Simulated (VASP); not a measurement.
# KF (Fm-3m) in VASP: notebook, part 2 of 2

VASP 6.6.1. The steps go on from the part before.

## Step 3: Electric field gradients, PBEsol (13.09 Å³/atom)

This run uses another cell than the first one, of 13.09 Å³/atom.

INCAR reads:

```
ALGO     = Normal         # electronic algorithm
EDIFF    = 1E-8           # SCF threshold, eV
ENCUT    = 520            # plane-wave cutoff, eV
GGA      = PS             # functional
ISIF     = 2              # what is computed and relaxed
ISMEAR   = -1             # smearing method
LASPH    = T              # aspherical terms in the spheres
LCHARG   = F              # write CHGCAR
LEFG     = T            
LREAL    = F              # projectors in reciprocal space
LWAVE    = F              # write WAVECAR
NBANDS   = 15             # bands
NELM     = 60             # most SCF steps
PREC     = Accurate       # precision mode
SIGMA    = 0.03           # smearing width, eV
```

KPOINTS reads:

```
k-points
0
Gamma
  9 9 9
```

POSCAR reads:

```
KF
1.0
    0.0000000000      2.3568642846      2.3568642846
    2.3568642846      0.0000000000      2.3568642846
    2.3568642846      2.3568642846      0.0000000000
K F
1 1
Direct
    0.0000000000      0.0000000000      0.0000000000
    0.5000000000      0.5000000000      0.5000000000
```

Potentials or basis: VASP PAW PBE potentials, release 64 (K_sv, F).

Command:

```sh
$ cat potpaw_PBE.64/K_sv/POTCAR potpaw_PBE.64/F/POTCAR > POTCAR
$ mpirun -np 1 vasp_std > vasp.out
```

OUTCAR:

```text
EDIFF = 1E-8
   ENCUT = 520
   GGA = PS
   ISIF = 2
   ISMEAR = -1
   LASPH = T
   LREAL = F
   NELM = 60
   PREC = Accurate

 ion  position               nearest neighbor table
   1  0.000  0.000  0.000-   2 2.36   2 2.36   2 2.36   2 2.36   2 2.36   2 2.36
   2  0.500  0.500  0.500-   1 2.36   1 2.36   1 2.36   1 2.36   1 2.36   1 2.36

  LATTYP: Found a face centered cubic cell.
 ALAT       =     4.7137285692

  Lattice vectors:

 A1 = (   0.0000000000,   2.3568642846,   2.3568642846)
 A2 = (   2.3568642846,   0.0000000000,   2.3568642846)
 A3 = (   2.3568642846,   2.3568642846,   0.0000000000)

Analysis of symmetry for initial positions (statically):
=====================================================================
 Subroutine PRICEL returns:
 Original cell was already a primitive cell.

 Routine SETGRP: Setting up the symmetry group for a
 face centered cubic supercell.

 Subroutine GETGRP returns: Found 48 space group operations
[... 619 lines left out ...]
  volume of cell :       26.18
      direct lattice vectors                 reciprocal lattice vectors
     0.000000000  2.356864285  2.356864285    -0.212146284  0.212146284  0.212146284
     2.356864285  0.000000000  2.356864285     0.212146284 -0.212146284  0.212146284
     2.356864285  2.356864285  0.000000000     0.212146284  0.212146284 -0.212146284

 POSITION                                       TOTAL-FORCE (eV/Angst)
 -----------------------------------------------------------------------------------
      0.00000      0.00000      0.00000         0.000000      0.000000      0.000000
      2.35686      2.35686      2.35686        -0.000000     -0.000000     -0.000000
 -----------------------------------------------------------------------------------
    total drift:                                0.000000      0.000000      0.000000

  FREE ENERGIE OF THE ION-ELECTRON SYSTEM (eV)
  ---------------------------------------------------
  free  energy   TOTEN  =        -7.7754860107 eV

  energy  without entropy=       -7.7754860106  energy(sigma->0) =       -7.77548601

 Electric field gradients (V/A^2)
---------------------------------------------------------------------
 ion       V_xx      V_yy      V_zz      V_xy      V_xz      V_yz
---------------------------------------------------------------------
   1       0.000    -0.000    -0.000     0.000     0.000     0.000
   2       0.000     0.000    -0.000    -0.000    -0.000    -0.000
---------------------------------------------------------------------

 Electric field gradients after diagonalization (V/A^2)
 (convention: |V_zz| > |V_xx| > |V_yy|)
----------------------------------------------------------------------
 ion       V_xx      V_yy      V_zz     asymmetry (V_yy - V_xx)/ V_zz
----------------------------------------------------------------------
   1      -0.000    -0.000     0.001       0.000
   2       0.000     0.000    -0.000       0.000
----------------------------------------------------------------------

           NMR quadrupolar parameters

 Cq : quadrupolar parameter    Cq=e*Q*V_zz/h
 eta: asymmetry parameters     (V_yy - V_xx)/ V_zz
 Q  : nuclear electric quadrupole moment in mb (millibarn)
----------------------------------------------------------------------
 ion       Cq(MHz)       eta       Q (mb)
----------------------------------------------------------------------
   1       0.000       0.000       1.000
   2      -0.000       0.000       1.000
----------------------------------------------------------------------
```

OSZICAR:

```text
N       E                     dE             d eps       ncg     rms          rms(c)
DAV:   1     0.111395601524E+03    0.11140E+03   -0.88155E+03  1050   0.110E+03
DAV:   2    -0.504517883031E+01   -0.11644E+03   -0.10711E+03  1386   0.298E+02
DAV:   3    -0.882442141439E+01   -0.37792E+01   -0.37649E+01  1323   0.487E+01
DAV:   4    -0.890748363423E+01   -0.83062E-01   -0.82894E-01  1296   0.759E+00
DAV:   5    -0.891148704741E+01   -0.40034E-02   -0.40034E-02  1466   0.129E+00    0.829E+00
DAV:   6    -0.779713944678E+01    0.11143E+01   -0.26799E+00  1108   0.197E+01    0.805E+00
DAV:   7    -0.778047721182E+01    0.16662E-01   -0.81028E-02  1414   0.257E+00    0.473E+00
DAV:   8    -0.777475990810E+01    0.57173E-02   -0.32864E-02  1295   0.192E+00    0.195E-01
DAV:   9    -0.777527239635E+01   -0.51249E-03   -0.39075E-03  1281   0.571E-01    0.109E-01
DAV:  10    -0.777546228747E+01   -0.18989E-03   -0.39146E-04  1259   0.238E-01    0.452E-02
DAV:  11    -0.777550858621E+01   -0.46299E-04   -0.11521E-04  1309   0.133E-01    0.363E-02
DAV:  12    -0.777548594545E+01    0.22641E-04   -0.64556E-05  1286   0.960E-02    0.431E-03
DAV:  13    -0.777548608390E+01   -0.13846E-06   -0.30773E-06  1267   0.176E-02    0.171E-03
DAV:  14    -0.777548598944E+01    0.94469E-07   -0.15549E-07  1289   0.354E-03    0.661E-04
DAV:  15    -0.777548600121E+01   -0.11771E-07   -0.60901E-09  1090   0.736E-04    0.141E-04
DAV:  16    -0.777548601066E+01   -0.94581E-08   -0.20995E-09   623   0.366E-04
   1 F= -.77754860E+01 E0= -.77754860E+01  d E =-.283688E-10
```

stdout:

```text
POSCAR found type information on POSCAR K F
 POSCAR found :  2 types and       2 ions
 scaLAPACK will be used
 -----------------------------------------------------------------------------
|                                                                             |
|                                                                             |
|     You enforced a specific xc type in the INCAR file but a different       |
|     I HOPE YOU KNOW WHAT YOU ARE DOING!                                     |
|                                                                             |
 -----------------------------------------------------------------------------

 LDA part: xc-table for (Slater+PW92), standard interpolation
 POSCAR, INCAR and KPOINTS ok, starting setup
 FFT: planning ... GRIDC
 FFT: planning ... GRID_SOFT
 FFT: planning ... GRID
 WAVECAR not read
 entering main loop
ion   1

ion   2
```

Run time: 28 s. Hardware: 1 thread of Intel Xeon 8259CL, shared host; peak memory 0.16 GiB.

What came out:

```
Free energy                             : -7.7755 eV
Pressure                                : 29.7 GPa
Band gap on the k mesh                  : 7.79 eV (least direct gap 7.88 eV)
Largest electric field gradient by atom : zero within the noise of the run
```

Levels at points of the mesh, in eV from the valence-band top:
| k point | band 4 | band 5 | band 6 | band 7 | band 8 | band 9 | band 10 | band 11 | band 12 | band 13 |
| --- | --- | --- | --- | --- | --- | --- | --- | --- | --- | --- |
| (0.00, 0.00, 0.00) | -8.35 | -8.35 | -0.28 | -0.28 | -0.28 | 8.13 | 11.15 | 11.15 | 11.15 | 13.45 |

Caveat: the cell stands under pressure; the PAW data sets were made with another functional, which shifts forces and pressure a little; an odd mesh through Γ misses points on the zone boundary, where band edges can lie.

## Step 4: Electric field gradients, PBEsol (14.96 Å³/atom)

This run uses another cell than the first one, of 14.96 Å³/atom.

INCAR reads:

```
PREC = Accurate ; ENCUT = 520
EDIFF = 1E-8 ; ISMEAR = -1
SIGMA = 0.03 ; LREAL = False
LASPH = True ; NELM = 100
ALGO = Normal ; ISIF = 2
LWAVE = False ; LCHARG = False
GGA = PS ; LEFG = True
NBANDS = 15
```

KPOINTS reads:

```
Automatic mesh
0
Gamma
  9 9 9
```

POSCAR reads:

```
KF
1.0
    0.0000000000      2.4641391241      2.4641391241
    2.4641391241      0.0000000000      2.4641391241
    2.4641391241      2.4641391241      0.0000000000
K F
1 1
Direct
    0.0000000000      0.0000000000      0.0000000000
    0.5000000000      0.5000000000      0.5000000000
```

Potentials or basis: VASP PAW PBE potentials, release 64 (K_sv, F).

Command:

```sh
$ cat potpaw_PBE.64/K_sv/POTCAR potpaw_PBE.64/F/POTCAR > POTCAR
$ mpirun -np 1 vasp_std > vasp.out
```

OUTCAR:

```text
PREC = Accurate
   ENCUT = 520
   EDIFF = 1E-8
   ISMEAR = -1
   LREAL = False
   LASPH = True
   NELM = 100
   ISIF = 2
   GGA = PS

 ion  position               nearest neighbor table
   1  0.000  0.000  0.000-   2 2.46   2 2.46   2 2.46   2 2.46   2 2.46   2 2.46
   2  0.500  0.500  0.500-   1 2.46   1 2.46   1 2.46   1 2.46   1 2.46   1 2.46

  LATTYP: Found a face centered cubic cell.
 ALAT       =     4.9282782482

  Lattice vectors:

 A1 = (   0.0000000000,   2.4641391241,   2.4641391241)
 A2 = (   2.4641391241,   0.0000000000,   2.4641391241)
 A3 = (   2.4641391241,   2.4641391241,   0.0000000000)

Analysis of symmetry for initial positions (statically):
[... 642 lines left out ...]
  free  energy   TOTEN  =        -8.2617183230 eV

  energy  without entropy=       -8.2617183229  energy(sigma->0) =       -8.26171832

 Electric field gradients (V/A^2)
---------------------------------------------------------------------
 ion       V_xx      V_yy      V_zz      V_xy      V_xz      V_yz
---------------------------------------------------------------------
   1      -0.000     0.000     0.000    -0.000    -0.000    -0.000
   2       0.000     0.000    -0.000    -0.005    -0.005    -0.005
---------------------------------------------------------------------

 Electric field gradients after diagonalization (V/A^2)
 (convention: |V_zz| > |V_xx| > |V_yy|)
----------------------------------------------------------------------
 ion       V_xx      V_yy      V_zz     asymmetry (V_yy - V_xx)/ V_zz
----------------------------------------------------------------------
   1       0.000     0.000    -0.001       0.000
   2       0.005     0.005    -0.010       0.000
----------------------------------------------------------------------

           NMR quadrupolar parameters

 Cq : quadrupolar parameter    Cq=e*Q*V_zz/h
 eta: asymmetry parameters     (V_yy - V_xx)/ V_zz
 Q  : nuclear electric quadrupole moment in mb (millibarn)
----------------------------------------------------------------------
 ion       Cq(MHz)       eta       Q (mb)
----------------------------------------------------------------------
   1      -0.000       0.000       1.000
   2      -0.000       0.000       1.000
----------------------------------------------------------------------
```

OSZICAR:

```text
N       E                     dE             d eps       ncg     rms          rms(c)
DAV:   1     0.112937362445E+03    0.11294E+03   -0.84477E+03  1050   0.107E+03
DAV:   2    -0.505818434600E+01   -0.11800E+03   -0.10647E+03  1358   0.288E+02
DAV:   3    -0.926396806457E+01   -0.42058E+01   -0.41786E+01  1302   0.494E+01
DAV:   4    -0.936481655135E+01   -0.10085E+00   -0.10082E+00  1372   0.806E+00
DAV:   5    -0.936873547395E+01   -0.39189E-02   -0.39189E-02  1403   0.122E+00    0.690E+00
DAV:   6    -0.828986389816E+01    0.10789E+01   -0.27262E+00  1113   0.171E+01    0.616E+00
DAV:   7    -0.826687290998E+01    0.22991E-01   -0.72942E-02  1379   0.239E+00    0.359E+00
DAV:   8    -0.826057405997E+01    0.62989E-02   -0.38645E-02  1225   0.204E+00    0.197E-01
DAV:   9    -0.826140381426E+01   -0.82975E-03   -0.43387E-03  1351   0.566E-01    0.120E-01
DAV:  10    -0.826162922341E+01   -0.22541E-03   -0.36582E-04  1209   0.203E-01    0.543E-02
DAV:  11    -0.826172490419E+01   -0.95681E-04   -0.10296E-04  1127   0.959E-02    0.212E-02
DAV:  12    -0.826171838035E+01    0.65238E-05   -0.21769E-05  1327   0.543E-02    0.454E-03
DAV:  13    -0.826171832102E+01    0.59326E-07   -0.21128E-06  1211   0.144E-02    0.217E-03
DAV:  14    -0.826171832295E+01   -0.19327E-08   -0.73195E-08  1365   0.247E-03
   1 F= -.82617183E+01 E0= -.82617183E+01  d E =-.145643E-10
```

Run time: 25 s. Hardware: 1 thread of Intel Xeon 8259CL, shared host; peak memory 0.16 GiB.

What came out:

* Free energy: -8.2617 eV
* Pressure: 13.2 GPa
* Band gap on the k mesh: 7.39 eV (least direct gap 7.43 eV)
* Largest electric field gradient by atom: zero within the noise of the run

Caveat: the cell stands under pressure; the PAW data sets were made with another functional, which shifts forces and pressure a little; an odd mesh through Γ misses points on the zone boundary, where band edges can lie.

## Step 5: Electric field gradients, PBEsol (18.70 Å³/atom)

This run uses another cell than the first one, of 18.70 Å³/atom.

INCAR reads:

```
ALGO     = Normal         # electronic algorithm
EDIFF    = 1E-8           # SCF threshold, eV
ENCUT    = 520            # plane-wave cutoff, eV
GGA      = PS             # functional
ISIF     = 2              # what is computed and relaxed
ISMEAR   = -1             # smearing method
LASPH    = T              # aspherical terms in the spheres
LCHARG   = F              # write CHGCAR
LEFG     = T            
LREAL    = F              # projectors in reciprocal space
LWAVE    = F              # write WAVECAR
NBANDS   = 15             # bands
NELM     = 100            # most SCF steps
PREC     = Accurate       # precision mode
SIGMA    = 0.03           # smearing width, eV
```

KPOINTS reads:

```
k-points
0
Gamma
  9 9 9
```

POSCAR reads:

```
KF
1.0
    0.0000000000      2.6544134050      2.6544134050
    2.6544134050      0.0000000000      2.6544134050
    2.6544134050      2.6544134050      0.0000000000
K F
1 1
Direct
    0.0000000000      0.0000000000      0.0000000000
    0.5000000000      0.5000000000      0.5000000000
```

Potentials or basis: VASP PAW PBE potentials, release 64 (K_sv, F).

Command:

```sh
$ cat potpaw_PBE.64/K_sv/POTCAR potpaw_PBE.64/F/POTCAR > POTCAR
$ mpirun -np 1 vasp_std > vasp.out
```

OUTCAR:

```text
EDIFF = 1E-8
   ENCUT = 520
   GGA = PS
   ISIF = 2
   ISMEAR = -1
   LASPH = T
   LREAL = F
   NELM = 100
   PREC = Accurate

 ion  position               nearest neighbor table
   1  0.000  0.000  0.000-   2 2.65   2 2.65   2 2.65   2 2.65   2 2.65   2 2.65
   2  0.500  0.500  0.500-   1 2.65   1 2.65   1 2.65   1 2.65   1 2.65   1 2.65

  LATTYP: Found a face centered cubic cell.
 ALAT       =     5.3088268100

  Lattice vectors:

 A1 = (   0.0000000000,   2.6544134050,   2.6544134050)
 A2 = (   2.6544134050,   0.0000000000,   2.6544134050)
[... 643 lines left out ...]
  ---------------------------------------------------
  free  energy   TOTEN  =        -8.5201213441 eV

  energy  without entropy=       -8.5201213441  energy(sigma->0) =       -8.52012134

 Electric field gradients (V/A^2)
---------------------------------------------------------------------
 ion       V_xx      V_yy      V_zz      V_xy      V_xz      V_yz
---------------------------------------------------------------------
   1       0.000     0.000    -0.000     0.000     0.000     0.000
   2      -0.000     0.000    -0.000     0.007     0.007     0.007
---------------------------------------------------------------------

 Electric field gradients after diagonalization (V/A^2)
 (convention: |V_zz| > |V_xx| > |V_yy|)
----------------------------------------------------------------------
 ion       V_xx      V_yy      V_zz     asymmetry (V_yy - V_xx)/ V_zz
----------------------------------------------------------------------
   1      -0.000    -0.000     0.001       0.000
   2      -0.007    -0.007     0.013       0.000
----------------------------------------------------------------------

           NMR quadrupolar parameters

 Cq : quadrupolar parameter    Cq=e*Q*V_zz/h
 eta: asymmetry parameters     (V_yy - V_xx)/ V_zz
 Q  : nuclear electric quadrupole moment in mb (millibarn)
----------------------------------------------------------------------
 ion       Cq(MHz)       eta       Q (mb)
----------------------------------------------------------------------
   1       0.000       0.000       1.000
   2       0.000       0.000       1.000
----------------------------------------------------------------------
```

OSZICAR:

```text
N       E                     dE             d eps       ncg     rms          rms(c)
DAV:   1     0.108387918877E+03    0.10839E+03   -0.81405E+03  1050   0.103E+03
DAV:   2    -0.519201529387E+01   -0.11358E+03   -0.10412E+03  1366   0.281E+02
DAV:   3    -0.952041559221E+01   -0.43284E+01   -0.43093E+01  1395   0.495E+01
DAV:   4    -0.964025973146E+01   -0.11984E+00   -0.11983E+00  1393   0.764E+00
DAV:   5    -0.964128413599E+01   -0.10244E-02   -0.10244E-02  1398   0.690E-01    0.592E+00
DAV:   6    -0.855981173505E+01    0.10815E+01   -0.29699E+00  1113   0.141E+01    0.418E+00
DAV:   7    -0.852532963237E+01    0.34482E-01   -0.66753E-02  1309   0.223E+00    0.238E+00
DAV:   8    -0.851812087064E+01    0.72088E-02   -0.49590E-02  1239   0.221E+00    0.206E-01
DAV:   9    -0.851954046627E+01   -0.14196E-02   -0.43462E-03  1281   0.553E-01    0.121E-01
DAV:  10    -0.851990986025E+01   -0.36939E-03   -0.36439E-04  1169   0.172E-01    0.770E-02
DAV:  11    -0.852012151200E+01   -0.21165E-03   -0.19930E-04  1113   0.105E-01    0.156E-02
DAV:  12    -0.852012111903E+01    0.39297E-06   -0.11336E-05  1319   0.340E-02    0.502E-03
DAV:  13    -0.852012126411E+01   -0.14508E-06   -0.23687E-06  1162   0.134E-02    0.257E-03
DAV:  14    -0.852012131149E+01   -0.47376E-07   -0.63651E-08  1365   0.247E-03    0.522E-04
DAV:  15    -0.852012133726E+01   -0.25778E-07   -0.42788E-09   927   0.499E-04    0.729E-05
DAV:  16    -0.852012134408E+01   -0.68171E-08   -0.76763E-10   672   0.233E-04
   1 F= -.85201213E+01 E0= -.85201213E+01  d E =-.184452E-10
```

stdout:

```text
POSCAR found type information on POSCAR K F
 POSCAR found :  2 types and       2 ions
 scaLAPACK will be used
 -----------------------------------------------------------------------------
|                                                                             |
|                                                                             |
|     You enforced a specific xc type in the INCAR file but a different       |
|     I HOPE YOU KNOW WHAT YOU ARE DOING!                                     |
|                                                                             |
 -----------------------------------------------------------------------------

 LDA part: xc-table for (Slater+PW92), standard interpolation
 POSCAR, INCAR and KPOINTS ok, starting setup
 FFT: planning ... GRIDC
 FFT: planning ... GRID_SOFT
 FFT: planning ... GRID
 WAVECAR not read
 entering main loop
ion   1

ion   2
```

It took 39 s on 1 thread of Intel Xeon 8259CL, shared host; peak memory 0.16 GiB.

Results:

* Free energy: -8.5201 eV
* Pressure: 0.0 GPa
* Band gap on the k mesh: 6.13 eV
* Largest electric field gradient by atom: zero within the noise of the run

Levels at points of the mesh, in eV from the valence-band top:
```csv
k point,band 5,band 6,band 7,band 8,band 9,band 10,band 11,band 12
"(0.00, 0.00, 0.00)",-9.21,0.00,0.00,0.00,6.13,10.69,10.69,10.69
```

Caveat: the PAW data sets were made with another functional, which shifts forces and pressure a little; an odd mesh through Γ misses points on the zone boundary, where band edges can lie.

## Step 6: Overview

```csv
cell,gap on the mesh (eV),pressure (GPa)
"a = 2.979 Å, angles 60.0°, 2 atoms",5.75,133.5
"a = 3.333 Å, angles 60.0°, 2 atoms",7.79,29.7
"a = 3.485 Å, angles 60.0°, 2 atoms",7.39,13.2
"a = 3.754 Å, angles 60.0°, 2 atoms",6.13,0.0
```

Alike in all rows: task electric field gradients; level PBEsol; potentials or basis VASP PAW PBE potentials, release 64 (K_sv, F); no spin polarisation; k mesh 9 × 9 × 9; cutoff (eV) 520; smearing fermi-dirac 0.03 eV.

Caveats: the PAW data sets were made with another functional, which shifts forces and pressure a little; an odd mesh through Γ misses points on the zone boundary, where band edges can lie; the cell stands under pressure (at least some runs).

Total energies depend on the potentials used, so only differences within one code and one set of settings carry meaning.
